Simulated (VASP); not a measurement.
A run of VASP 6.6.1:

Contents of INCAR:

```
SYSTEM = MnV
PREC = Accurate
ENCUT = 520
EDIFF = 1E-6
ISMEAR = -1
SIGMA = 0.05
LREAL = .FALSE.
LASPH = .TRUE.
NELM = 150
ALGO = Normal
ISIF = 2
LWAVE = .FALSE.
LCHARG = .TRUE.
ISPIN = 2
MAGMOM = 4 2
LORBIT = 11
LMAXMIX = 4
LDAU = .TRUE.
LDAUTYPE = 2
LDAUL = 2 2
LDAUU = 5 5
LDAUJ = 0 0
LDAUPRINT = 1
GGA = CA
LELF = .TRUE.
LVHAR = .TRUE.
NBANDS = 24
```

Contents of KPOINTS:

```
regular mesh
0
G
  11 11 11
  0 0 0
```

The input POSCAR:

```
MnV
1.0
    2.9000000000      0.0000000000      0.0000000000
    0.0000000000      2.9000000000      0.0000000000
    0.0000000000      0.0000000000      2.9000000000
Mn V
1 1
Direct
    0.0000000000      0.0000000000      0.0000000000
    0.5000000000      0.5000000000      0.5000000000
```

Potentials or basis: VASP PAW LDA potentials, release 64 (Mn_pv, V_sv).

The run is started by

```bash
$ cat potpaw_LDA.64/Mn_pv/POTCAR potpaw_LDA.64/V_sv/POTCAR > POTCAR
$ mpirun -np 1 vasp_std > vasp.out
```

Hardware: 1 thread of Intel(R) Xeon(R) Platinum 8375C CPU @ 2.90GHz (Ice Lake), with other jobs on the host.

Question: Estimate the wall time of this run.

Answer: Run time: 67 s on 1 thread of Intel(R) Xeon(R) Platinum 8375C CPU @ 2.90GHz (Ice Lake), on a shared host, peak memory 0.17 GiB. Counts: scf iterations 19, k points 56.
